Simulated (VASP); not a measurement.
Wanted: the native input for a VASP 6.6.1 run.

| Item | Value |
| --- | --- |
| Task | single point |
| Functional | PBE |
| Potentials or basis | VASP PAW PBE potentials, release 64 (Ta_pv, N) |
| Cutoff | 520 eV |
| k mesh | 9 × 9 × 9 |
| Occupations | fermi-dirac, width 0.05 eV |
| Spin | no spin polarisation |
| Dipole correction | no |
| Further INCAR settings | ALGO = Normal; EDIFF = 1e-07; NBANDS = 15 |

The structure of TaN lies in POSCAR:

```
TaN
1.0
    0.0000000000      2.1670965400      2.2113230000
    2.1670965400      0.0000000000      2.2113230000
    2.1670965400      2.1670965400      0.0000000000
Ta N
1 1
Direct
    0.5000000000      0.5000000000      0.5000000000
    0.0000000000      0.0000000000      0.0000000000
```

The input as run:

INCAR

```
PREC = Accurate ; ENCUT = 520
EDIFF = 1E-7 ; ISMEAR = -1
SIGMA = 0.05 ; LREAL = False
LASPH = True ; NELM = 60
ALGO = Normal ; ISIF = 2
LWAVE = False ; LCHARG = False
GGA = PE ; NBANDS = 15
```

KPOINTS

```
regular mesh
0
Gamma
  9 9 9
```

Potentials or basis: VASP PAW PBE potentials, release 64 (Ta_pv, N).

The run is started by

```sh
$ cat potpaw_PBE.64/Ta_pv/POTCAR potpaw_PBE.64/N/POTCAR > POTCAR
$ mpirun -np 1 vasp_std > vasp.out
```

Results of the run:

- Pressure: 14.4 GPa
- Band gap on the k mesh: zero (band 8 reaches 11.42 eV, above the bottom of band 9 at 7.73 eV)

Caveat: spin-orbit coupling is left out, which moves the levels of the heavy elements.

It took 18 s on 1 thread of Intel(R) Xeon(R) Platinum 8488C (Sapphire Rapids), on a shared host, peak memory 0.15 GiB.
